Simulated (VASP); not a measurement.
Here is a VASP 6.6.1 calculation.

File INCAR:

```
  PREC = Accurate
  ENCUT = 500
  EDIFF = 1E-6
  ISMEAR = 0
  SIGMA = 0.01
  LREAL = False
  LASPH = True
  NELM = 120
  ALGO = Normal
  ISIF = 2
  LWAVE = False
  LCHARG = False
  GGA = CA
  NBANDS = 11
  GGA_COMPAT = False
```

KPOINTS

```
Automatic mesh
0
Gamma
  8 8 8
```

POSCAR

```
AlP
1.0
    0.0000000000      2.5284137397      2.5284137397
    2.5284137397      0.0000000000      2.5284137397
    2.5284137397      2.5284137397      0.0000000000
Al P
1 1
Direct
    0.0000000000      0.0000000000      0.0000000000
    0.7500000000      0.7500000000      0.7500000000
```

Potentials or basis: VASP PAW LDA potentials, release 64 (Al, P).

The run is started by

```sh
$ cat potpaw_LDA.64/Al/POTCAR potpaw_LDA.64/P/POTCAR > POTCAR
$ mpirun -np 1 vasp_std > vasp.out
```

(1) What does it give for the pressure?

(2) Estimate the band gap on the k mesh.

## Answers

(1) 30.2 GPa.

(2) 0.90 eV, indirect (least direct gap 3.53 eV).
